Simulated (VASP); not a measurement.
Crystal: Bi.

```
Bi
1.0
     3.41738   -3.06863    0.00000
     3.41738    3.06863    0.00000
    -1.23451    0.00000    3.04999
Bi
2
Cartesian
  4.0885 0.0000 2.6150
  1.5117 0.0000 0.4350
```

This cell differs from its parent crystal: volume scaled by 0.94.

Base run:

| Quantity | Value |
| --- | --- |
| Program | VASP 6.6.1 |
| Functional | LDA |
| Potentials or basis | VASP PAW LDA potentials, release 64 (Bi_d) |
| Cutoff | 520 eV |
| k mesh | 6 × 6 × 9 |
| Occupations | fermi-dirac, width 0.05 eV |
| Spin | no spin polarisation |

Its results: band gap on the k mesh zero (band 15 reaches 10.57 eV, above the bottom of band 16 at 5.43 eV); pressure -0.6 GPa.

Task: The run is repeated on the same cell with these changes: functional from LDA to PBEsol; potentials or basis from VASP PAW LDA potentials, release 64 (Bi_d) to VASP PAW PBE potentials, release 64 (Bi_d). What comes out?

Result: Band gap on the k mesh zero (band 15 reaches 10.67 eV, above the bottom of band 16 at 5.50 eV); pressure 0.6 GPa.

Caveats: spin-orbit coupling is left out, which moves the levels of the heavy elements; the PAW data sets were made with another functional, which shifts forces and pressure a little (some runs).
